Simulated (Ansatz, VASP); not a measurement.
**One calculation of GaP, two programs**

INCAR

```
SYSTEM = GaP
PREC = Accurate
ENCUT = 520
EDIFF = 1E-6
ISMEAR = -1
SIGMA = 0.1
LREAL = .False.
LASPH = .True.
NELM = 60
ALGO = Normal
ISIF = 2
LWAVE = .False.
LCHARG = .False.
GGA = PE
NBANDS = 16
```

The input KPOINTS:

```
regular mesh
0
Gamma
  14 14 14
  0 0 0
```

Contents of POSCAR:

```
GaP
1.0
    0.0000000000      2.1139017420      2.1139017420
    2.1139017420      0.0000000000      2.1139017420
    2.1139017420      2.1139017420      0.0000000000
Ga P
1 1
Direct
    0.0000000000      0.0000000000      0.0000000000
    0.5000000000      0.5000000000      0.5000000000
```

Input for Ansatz:

```yaml
crystal:
  lattice:
    - [0.0, 2.113901742, 2.113901742]
    - [2.113901742, 0.0, 2.113901742]
    - [2.113901742, 2.113901742, 0.0]
  atoms:
    - { symbol: Ga, position: [0.0, 0.0, 0.0] }
    - { symbol: P, position: [0.5, 0.5, 0.5] }
kpoints:
  mp_grid: { grid: [14, 14, 14] }
  band_path:
    path:
      - [0.0, 0.0, 0.0]
      - [0.5, 0.0, 0.5]
      - [0.625, 0.25, 0.625]
      - [0.375, 0.375, 0.75]
      - [0.0, 0.0, 0.0]
      - [0.5, 0.5, 0.5]
      - [0.5, 0.25, 0.75]
      - [0.5, 0.0, 0.5]
    npoints: 8
scf:
  occupations: { method: fermi_dirac, width: 0.1 }
hamiltonian:
  xc: pbe
  pseudopotentials: { kind: paw }
output:
  forces: true
  stress: true
  eigenvalues: true
  populations: true
  dos: { projected: true, de: 0.2, e_range: [-14, 8] }
  write_density: true
  write_potential: true
  elf: true
  volumetric_format: npy
```

Change from the starting cell: volume scaled by 0.55, PAW files.

Alike in both runs: task single point; functional PBE; k mesh 14 × 14 × 14; occupations fermi-dirac, width 0.1 eV; no spin polarisation.

|  | VASP | Ansatz |
| --- | --- | --- |
| version | VASP 6.6.1 | Ansatz 0.2.0 |
| potentials or method | VASP PAW PBE potentials, release 64 (Ga_d, P) | PAW with Ansatz's default frozen-core files, scalar-relativistic |
| plane-wave cutoff (eV) | 520 | 420 |
| valence electrons in the cell | 18 | 18 |

|  | VASP | Ansatz | Ansatz less VASP |
| --- | --- | --- | --- |
| pressure (GPa) | 195.9 | 196.4 | +0.52 |

Both programs put the cell under a high pressure, so it lies far from rest at this level.

Noted on VASP's run: the cell as given lies far from equilibrium.
